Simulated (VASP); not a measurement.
Runs of VASP 6.6.1 on C. The structure is that of space group Fd-3m (No. 227), or close to it. The cells are those of the table. 

| cell | gap on the mesh (eV) | pressure (GPa) |
| --- | --- | --- |
| a = 2.460, b = 2.460, c = 2.396 Å, angles 60.9, 60.9, 58.3°, 2 atoms | 3.87 | 53.8 |
| a = 2.554, b = 2.554, c = 2.585 Å, angles 59.6, 59.6, 60.8°, 2 atoms | 3.60 | -21.4 |
| a = 2.399, b = 2.399, c = 2.270 Å, angles 61.8, 61.8, 56.5°, 2 atoms | 3.28 | 135.8 |
| a = 2.429, b = 2.429, c = 2.333 Å, angles 61.3, 61.3, 57.4°, 2 atoms | (b) | (a) |
| a = 2.491, b = 2.491, c = 2.459 Å, angles 60.4, 60.4, 59.2°, 2 atoms | 4.11 | 23.4 |

Alike in all rows: task single point; level r2SCAN; potentials or basis VASP PAW PBE potentials, release 64 (C); no spin polarisation; k mesh 12 × 12 × 12; cutoff (eV) 520; smearing gaussian 0.05 eV.

Problem. Fill in the values left out.

Solution. (a) 90.9; (b) 3.59.

Caveats: the PAW data sets were made with another functional, which shifts forces and pressure a little.

A k mesh can miss the band edges.
